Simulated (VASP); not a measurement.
Crystal: Cu.

```
Cu
1.0
     0.00000    1.80750    1.80750
     1.80750    0.00000    1.80750
     1.80750    1.80750    0.00000
Cu
1
Direct
  0.00000 0.00000 0.00000
```

Base run:

* Program: VASP 6.6.1
* Functional: PBE exchange alone
* Potentials or basis: VASP PAW PBE potentials, release 64 (Cu)
* Cutoff: 600 eV
* k mesh: 13 × 13 × 13
* Occupations: fermi-dirac, width 0.05 eV
* Spin: no spin polarisation

Its results: band gap on the k mesh zero (an odd number of electrons rules out a gap without spin polarisation); pressure 23.6 GPa.

Question: After a change of settings the same cell gave: band gap on the k mesh zero (an odd number of electrons rules out a gap without spin polarisation); pressure -12.2 GPa. Which change was it?
A. functional from PBE exchange alone to SVWN5
B. functional from PBE exchange alone to r2SCAN; cutoff from 600 eV to 660 eV; k mesh from 13 × 13 × 13 to 7 × 7 × 7
C. functional from PBE exchange alone to PBE; k mesh from 13 × 13 × 13 to 9 × 9 × 9
D. functional from PBE exchange alone to r2SCAN50; cutoff from 600 eV to 580 eV; k mesh from 13 × 13 × 13 to 7 × 7 × 7

Answer: A.

Caveats: the cell stands under pressure (at least some runs); the cell stands under tension (at least some runs); the PAW data sets were made with another functional, which shifts forces and pressure a little (at least some runs).
